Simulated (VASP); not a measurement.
# C in VASP: notebook

Runs on C. Level: LDA. Tasks: single point.

All numbers are computed with VASP 6.6.1; they aren't measurements. Logs are shortened: lines on timing, memory, paths and dates and some standing lists are left out, and cuts for length are marked.

## Step 1: The cell of the first run

Symmetry: I4_1/amd, No. 141, tetragonal system. The conventional cell has a = 2.547 Å, b = 2.547 Å, c = 3.567 Å, α = 90.00°, β = 90.00°, γ = 90.00°. C (site symmetry -4m2) has 4 C at 1.55 Å within 2.1 Å.

## Step 2: Single point, LDA (equal xx and yy strain of +1 %)

INCAR reads:

```
SYSTEM = C
PREC = Accurate ; ENCUT = 600
EDIFF = 1E-6 ; ISMEAR = -1
SIGMA = 0.03 ; LREAL = .FALSE.
LASPH = .TRUE. ; NELM = 120
ALGO = Normal ; ISIF = 2
LWAVE = .FALSE. ; LCHARG = .FALSE.
NBANDS = 11 ; GGA_COMPAT = .FALSE.
```

KPOINTS reads:

```
Automatic mesh
0
G
  16 16 16
  0 0 0
```

POSCAR reads:

```
C
1.0
    0.0000000000      1.8012340000      1.7834000000
    1.8012340000      0.0000000000      1.7834000000
    1.8012340000      1.8012340000      0.0000000000
C
2
Direct
    0.5000000000      0.5000000000      0.5000000000
    0.7500000000      0.7500000000      0.7500000000
```

Potentials or basis: VASP PAW LDA potentials, release 64 (C).

Started as:

```
$ cat potpaw_LDA.64/C/POTCAR > POTCAR
$ mpirun -np 1 vasp_std > vasp.out
```

OUTCAR:

```text
SYSTEM = C
   PREC = Accurate
   ENCUT = 600
   EDIFF = 1E-6
   ISMEAR = -1
   LREAL = .FALSE.
   LASPH = .TRUE.
   NELM = 120
   ISIF = 2

 ion  position               nearest neighbor table
   1  0.500  0.500  0.500-   2 1.55   2 1.55   2 1.55   2 1.55
   2  0.750  0.750  0.750-   1 1.55   1 1.55   1 1.55   1 1.55

  LATTYP: Found a body centered tetragonal cell.
 ALAT       =     2.5473295518
 C/A-ratio  =     1.4002114479

  Lattice vectors:

 A1 = (   0.0000000000,  -1.8012340000,  -1.7834000000)
 A2 = (   0.0000000000,   1.8012340000,  -1.7834000000)
 A3 = (   1.8012340000,   0.0000000000,   1.7834000000)

Analysis of symmetry for initial positions (statically):
=====================================================================
 Subroutine PRICEL returns:
 Original cell was already a primitive cell.

 Routine SETGRP: Setting up the symmetry group for a
 body centered tetragonal supercell.

 Subroutine GETGRP returns: Found 16 space group operations
 (whereof  8 operations were pure point group operations)
 out of a pool of 16 trial point group operations.

The static configuration has the point symmetry D_2d.
 The point group associated with its full space group is D_4h.

Analysis of symmetry for dynamics (positions and initial velocities):
=====================================================================
 Subroutine PRICEL returns:
 Original cell was already a primitive cell.

 Routine SETGRP: Setting up the symmetry group for a
 body centered tetragonal supercell.

 Subroutine GETGRP returns: Found 16 space group operations
 (whereof  8 operations were pure point group operations)
 out of a pool of 16 trial point group operations.

The dynamic configuration has the point symmetry D_2d.
 The point group associated with its full space group is D_4h.

 Subroutine INISYM returns: Found 16 space group operations
 (whereof  8 operations are pure point group operations),
 and found     1 'primitive' translations

----------------------------------------------------------------------------------------

                                     Primitive cell

  volume of cell :      11.5723

  direct lattice vectors                    reciprocal lattice vectors
     0.000000000  1.801234000  1.783400000    -0.277587476  0.277587476  0.280363351
     1.801234000  0.000000000  1.783400000     0.277587476 -0.277587476  0.280363351
     1.801234000  1.801234000  0.000000000     0.277587476  0.277587476 -0.280363351

  length of vectors
     2.534750379  2.534750379  2.547329552     0.482403589  0.482403589  0.482403589

  position of ions in fractional coordinates (direct lattice)
     0.500000000  0.500000000  0.500000000
     0.750000000  0.750000000  0.750000000

  ion indices of the primitive-cell ions
   primitive index   ion index
                 1           1
                 2           2

----------------------------------------------------------------------------------------

 KPOINTS: Automatic mesh

Automatic generation of k-mesh.
 Grid dimensions read from file:
 generate k-points for:   16   16   16

 Generating k-lattice:

  Cartesian coordinates                     Fractional coordinates (reciprocal lattice)
    -0.017349217  0.017349217  0.017522709     0.062500000  0.000000000  0.000000000
     0.017349217 -0.017349217  0.017522709     0.000000000  0.062500000  0.000000000
     0.017349217  0.017349217 -0.017522709     0.000000000  0.000000000  0.062500000

  Length of vectors
     0.030150224  0.030150224  0.030150224

  Shift w.r.t. Gamma in fractional coordinates (k-lattice)
     0.000000000  0.000000000  0.000000000

 Subroutine IBZKPT returns following result:
 ===========================================

 Found    349 irreducible k-points:

 Following reciprocal coordinates:
            Coordinates               Weight
  0.000000  0.000000  0.000000      1.000000
  0.062500  0.000000  0.000000      8.000000
  0.125000  0.000000  0.000000      8.000000
  0.187500  0.000000  0.000000      8.000000
  0.250000  0.000000  0.000000      8.000000
  0.312500  0.000000  0.000000      8.000000
[... 16 lines left out ...]
 -0.125000  0.062500  0.000000      8.000000
 -0.062500  0.062500  0.000000      4.000000
 [... further k-points ...]
   k-points           NKPTS =    349   k-points in BZ     NKDIM =    349   number of bands    NBANDS=     11
   number of dos      NEDOS =    301   number of ions     NIONS =      2
   total plane-waves  NPLWV =   8000
   dimension x,y,z NGX =    20 NGY =   20 NGZ =   20
   dimension x,y,z NGXF=    40 NGYF=   40 NGZF=   40
   ions per type =               2
   NGX,Y,Z   is equivalent  to a cutoff of  13.12, 13.12, 13.05 a.u.
   NGXF,Y,Z  is equivalent  to a cutoff of  26.23, 26.23, 26.11 a.u.
 SYSTEM =  C
   PREC   = accura    normal or accurate (medium, high low for compatibility)
   ISTART =      0    job   : 0-new  1-cont  2-samecut
   ICHARG =      2    charge: 1-file 2-atom 10-const
   ISPIN  =      1    spin polarized calculation?
   LNONCOLLINEAR =      F non collinear calculations
   LSORBIT =      F    spin-orbit coupling
   LASPH  =      T    aspherical Exc in radial PAW
   ENCUT  =  600.0 eV  44.10 Ry    6.64 a.u.   5.06  5.06  5.09*2*pi/ulx,y,z
   NELM   =    120;   NELMIN=  2; NELMDL= -5     # of ELM steps
   EDIFF  = 0.1E-05   stopping-criterion for ELM
   LREAL  =      F    real-space projection
   EDIFFG = 0.1E-04   stopping-criterion for IOM
   NSW    =      0    number of steps for IOM
   IBRION =     -1    ionic relax: 0-MD 1-quasi-New 2-CG
   NFREE  =      0    steps in history (QN), initial steepest desc. (CG)
   ISIF   =      2    stress and relaxation
   ISYM   =      2    0-nonsym 1-usesym 2-fastsym
   POTIM  = 0.5000    time-step for ionic-motion
   TEBEG  =    0.0;   TEEND  =   0.0 temperature during run
   PSTRESS=    0.0 pullay stress
   NELECT =       8.0000    total number of electrons
   NUPDOWN=      -1.0000    fix difference up-down
   EMIN   =  10.00;   EMAX   =-10.00  energy-range for DOS
   EFERMI =   0.00;   METHOD = LEGACY
   ISMEAR =    -1;   SIGMA  =   0.03  broadening in eV -4-tet -1-fermi 0-gaus
   EFERMI_NEDOS =   21; number of points for ismear=-14 and -15
   IALGO  =     38    algorithm
   IMIX   =      4    mixing-type and parameters
     AMIX     =   0.40;   BMIX     =  1.00
     AMIX_MAG =   1.60;   BMIX_MAG =  1.00
  volume/ion in A,a.u.               =       5.79        39.05
  Fermi-wavevector in a.u.,A,eV,Ry     =   1.447544  2.735462 28.509431  2.095384
  Thomas-Fermi vector in A             =   2.565487
   LORBIT       =      0    0 simple, 1 ext, 2 COOP (PROOUT), +10 PAW based schemes
   GGA     = CA    functional components
   LHFCALC =     F    Hartree Fock is set to
   AEXX    =    0.0000 exact exchange contribution
   IVDW    =     0    specifies the selected vdW correction
   LEPSILON=     F    determine dielectric tensor
   LRPA    =     F    only Hartree local field effects (RPA)
 non-spin polarized calculation
  energy-cutoff  :      600.00
  volume of cell :       11.57
 maximum number of plane-waves:       395
   NGX = 11   NGY = 11   NGZ = 11

 number of electron       8.0000000 magnetization

 Free energy of the ion-electron system (eV)
  ---------------------------------------------------
  ext. energy  EPLUGINS =         0.00000000
  ---------------------------------------------------
  free energy    TOTEN  =       -20.21689672 eV

  energy without entropy =      -20.21689672  energy(sigma->0) =      -20.21689672

 E-fermi :  10.0495     XC(G=0): -13.4034

 val. band max:        9.5295195130   @ k =   0.0000   0.0000   0.0000
 cond. band min:      13.3294175879   @ k =   0.3750   0.3750   0.0000
 fundamental gap:      3.7998980749
 Fermi energy:        10.0494730213

 k-point     1 :       0.0000    0.0000    0.0000
  band No.  band energies     occupation
      1     -11.6217      2.00000
      2       9.3833      2.00000
      3       9.3833      2.00000
      4       9.5295      2.00000
      5      14.8401      0.00000
      6      14.9598      0.00000
      7      14.9598      0.00000
      8      22.5338      0.00000
      9      28.1787      0.00000
     10      35.5844      0.00000
     11      36.0834      0.00000

 k-point     2 :       0.0625    0.0000    0.0000
  band No.  band energies     occupation
      1     -11.5151      2.00000
      2       8.7132      2.00000
      3       9.1974      2.00000
      4       9.3042      2.00000
      5      15.1049      0.00000
      6      15.1988      0.00000
      7      15.3670      0.00000
      8      22.6165      0.00000
      9      28.3577      0.00000
     10      33.9574      0.00000
     11      34.3198      0.00000

 k-point     3 :       0.1250    0.0000    0.0000
  band No.  band energies     occupation
      1     -11.1957      2.00000
      2       7.0786      2.00000
      3       8.7411      2.00000
      4       8.8511      2.00000
      5      15.7064      0.00000
      6      15.7880      0.00000
      7      16.1872      0.00000
      8      22.8607      0.00000
      9      28.8032      0.00000
     10      32.5164      0.00000
     11      32.8208      0.00000
[... 267 lines left out ...]
 k-point    23 :      -0.1250    0.0625    0.0000
  band No.  band energies     occupation
      1     -10.9519      2.00000
      2       6.4228      2.00000
      3       7.7544      2.00000
      4       8.8659      2.00000
      5      15.7065      0.00000
      6      16.5521      0.00000
      7      16.6914      0.00000
      8      22.9356      0.00000
      9      29.0916      0.00000
     10      30.9502      0.00000
     11      32.4907      0.00000

 k-point    24 :      -0.0625    0.0625    0.0000
  band No.  band energies     occupation
      1     -11.3394      2.00000
      2       8.0214      2.00000
      3       8.4671      2.00000
      4       9.2010      2.00000
      5      15.2440      0.00000
      6      15.7814      0.00000
      7      15.9033      0.00000
      8      22.7286      0.00000
      9      28.6244      0.00000
     10      32.1996      0.00000
     11      33.4673      0.00000

 [... further k-points ...]

------------------------ aborting loop because EDIFF is reached ----------------------------------------

  FORCE on cell =-STRESS in cart. coord.  units (eV):
  Direction    XX          YY          ZZ          XY          YZ          ZX
  --------------------------------------------------------------------------------------
  -------------------------------------------------------------------------------------
  Total       -1.6938362     -1.6938362     -1.0492847      0.0000000      0.0000000      0.0000000
  in kB     -234.5108644   -234.5108644   -145.2729903      0.0000000      0.0000000      0.0000000
  external PRESSURE =    -204.7649063 kB  Pullay stress =       0.0000000 kB

 VOLUME and BASIS-vectors are now :
 -----------------------------------------------------------------------------
  energy-cutoff  :      600.00
  volume of cell :       11.57
      direct lattice vectors                 reciprocal lattice vectors
     0.000000000  1.801234000  1.783400000    -0.277587476  0.277587476  0.280363351
     1.801234000  0.000000000  1.783400000     0.277587476 -0.277587476  0.280363351
     1.801234000  1.801234000  0.000000000     0.277587476  0.277587476 -0.280363351

 POSITION                                       TOTAL-FORCE (eV/Angst)
 -----------------------------------------------------------------------------------
      1.80123      1.80123      1.78340         0.000000      0.000000      0.000000
      2.70185      2.70185      2.67510        -0.000000     -0.000000     -0.000000
 -----------------------------------------------------------------------------------
    total drift:                                0.000000     -0.000000      0.000000

  FREE ENERGIE OF THE ION-ELECTRON SYSTEM (eV)
  ---------------------------------------------------
  free  energy   TOTEN  =       -20.2168967232 eV

  energy  without entropy=      -20.2168967232  energy(sigma->0) =      -20.21689672
```

Run time: 25 s. Hardware: 1 thread of Intel Xeon Platinum 8259CL at 2.50GHz (Skylake/Cascade Lake), shared host; peak memory 0.14 GiB.

What came out:

| Property | Result |
| --- | --- |
| Free energy | -20.2169 eV |
| Pressure | -20.5 GPa |
| Band gap on the k mesh | 3.80 eV (least direct gap 5.31 eV) |

Stress tensor (GPa, compression positive):
```
-23.45   0.00   0.00
  0.00 -23.45   0.00
  0.00   0.00 -14.53
```

Levels at points of the mesh, in eV from the valence-band top:
```
           k point  band 1  band 2  band 3  band 4  band 5  band 6  band 7  band 8
(0.00, 0.00, 0.00)  -21.15   -0.15   -0.15    0.00    5.31    5.43    5.43   13.00
(0.50, 0.00, 0.00)  -15.42  -13.24   -2.92   -2.75    8.16    8.17    8.71   15.12
(0.50, 0.50, 0.00)  -12.46  -12.46   -6.36   -6.36    4.41    4.41   16.26   16.26
(0.50, 0.00, 0.50)  -12.62  -12.62   -6.22   -6.22    4.64    4.64   16.20   16.20
```

Caveat: the cell differs from its parent crystal (equal xx and yy strain of +1 %); the stress differs along the axes, from -23 to -15 GPa. A k mesh can miss the band edges.

## Step 3: Single point, LDA (equal xy, yz and zx shear strains of +1 %)

INCAR reads:

```
PREC = Accurate
ENCUT = 600
EDIFF = 1E-6
ISMEAR = -1
SIGMA = 0.03
LREAL = F
LASPH = T
NELM = 120
ALGO = Normal
ISIF = 2
LWAVE = F
LCHARG = F
GGA = CA
NBANDS = 11
GGA_COMPAT = F
```

KPOINTS reads:

```
regular mesh
0
Gamma
  16 16 16
```

POSCAR reads:

```
C
1.0
    0.0178340000      1.7923170000      1.7923170000
    1.7923170000      0.0178340000      1.7923170000
    1.7923170000      1.7923170000      0.0178340000
C
2
Direct
    0.5000000000      0.5000000000      0.5000000000
    0.7500000000      0.7500000000      0.7500000000
```

Potentials or basis: VASP PAW LDA potentials, release 64 (C).

Started as:

```
$ cat potpaw_LDA.64/C/POTCAR > POTCAR
$ mpirun -np 1 vasp_std > vasp.out
```

Wall time 30 s (1 thread of Intel Xeon Platinum 8259CL at 2.50GHz (Skylake/Cascade Lake), shared host); peak memory 0.15 GiB.

It converged, with:

| Quantity | Value |
| --- | --- |
| Free energy | -20.2356 eV |
| Pressure | -12.2 GPa |
| Largest force | 0.035 eV/Å |
| Band gap on the k mesh | 4.09 eV (least direct gap 5.22 eV) |

Forces on the atoms (eV/Å):
```
C    0.020  0.020  0.020
C   -0.020 -0.020 -0.020
```

Stress tensor (GPa, compression positive):
```
-12.23  -5.53  -5.53
 -5.53 -12.23  -5.53
 -5.53  -5.53 -12.23
```

Levels at points of the mesh, in eV from the valence-band top:
```csv
k point,band 2,band 3,band 4,band 5,band 6,band 7
"(0.00, 0.00, 0.00)",-0.01,0.00,0.00,5.22,5.69,5.69
"(0.50, 0.00, 0.00)",-13.37,-2.86,-2.81,8.13,8.51,8.95
"(0.50, 0.50, 0.00)",-12.56,-6.39,-6.19,4.51,4.90,16.60
"(0.50, 0.50, 0.50)",-13.35,-2.66,-2.66,8.47,8.47,9.35
```

Caveat: the cell differs from its parent crystal (equal xy, yz and zx shear strains of +1 %); the cell stands under tension.
